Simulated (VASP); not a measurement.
A run of VASP 6.6.1:

POSCAR

```
In2O3
1.0
    2.7538208585      1.5899192139      4.8543403620
   -2.7538208585      1.5899192139      4.8543403620
    0.0000000000     -3.1798384279      4.8543403619
In O
4 6
Direct
    0.8570396372      0.8570396372      0.8570396372
    0.3570396372      0.3570396372      0.3570396372
    0.1429603628      0.1429603628      0.1429603628
    0.6429603628      0.6429603628      0.6429603628
    0.4533861838      0.0466138162      0.7500000000
    0.0466138162      0.7500000000      0.4533861838
    0.5466138162      0.9533861838      0.2500000000
    0.2500000000      0.5466138162      0.9533861838
    0.9533861838      0.2500000000      0.5466138162
    0.7500000000      0.4533861838      0.0466138162
```

File INCAR.step1:

```
SYSTEM = In2O3
ALGO     = Normal         ! electronic algorithm
EDIFF    = 1E-4           ! SCF threshold, eV
ENCUT    = 520            ! plane-wave cutoff, eV
GGA      = PE             ! functional
ISMEAR   = 0              ! smearing method
LASPH    = .True.         ! aspherical terms in the spheres
LCHARG   = .False.        ! write CHGCAR
LREAL    = .False.        ! projectors in reciprocal space
LWAVE    = .True.         ! write WAVECAR
NBANDS   = 55             ! bands
NELM     = 80             ! most SCF steps
PREC     = Accurate       ! precision mode
SIGMA    = 0.01           ! smearing width, eV
```

INCAR.step2

```
SYSTEM = In2O3
ALGO     = Normal         ! electronic algorithm
EDIFF    = 1E-6           ! SCF threshold, eV
ENCUT    = 520            ! plane-wave cutoff, eV
ISIF     = 2              ! what is computed and relaxed
ISMEAR   = 0              ! smearing method
ISTART   = 1            
LASPH    = .True.         ! aspherical terms in the spheres
LCHARG   = .False.        ! write CHGCAR
LMIXTAU  = .True.       
LREAL    = .False.        ! projectors in reciprocal space
LWAVE    = .False.        ! write WAVECAR
METAGGA  = R2SCAN         ! meta-GGA
NBANDS   = 55             ! bands
NELM     = 80             ! most SCF steps
PREC     = Accurate       ! precision mode
SIGMA    = 0.01           ! smearing width, eV
```

KPOINTS

```
k-points
0
Gamma
  6 6 6
  0 0 0
```

Potentials or basis: VASP PAW PBE potentials, release 64 (In_d, O).

Launch:

```console
$ cat potpaw_PBE.64/In_d/POTCAR potpaw_PBE.64/O/POTCAR > POTCAR
$ cp INCAR.step1 INCAR
$ mpirun -np 1 vasp_std > vasp.out
$ cp INCAR.step2 INCAR
$ mpirun -np 1 vasp_std > vasp.out
```

Hardware: 1 thread of Oxide Virtual Turin-like Processor, with other jobs on the host.

Estimate the wall time of this run.

Wall time 37 min on 1 thread of Oxide Virtual Turin-like Processor (shared host), peak memory 0.42 GiB. Counts: k points 32.
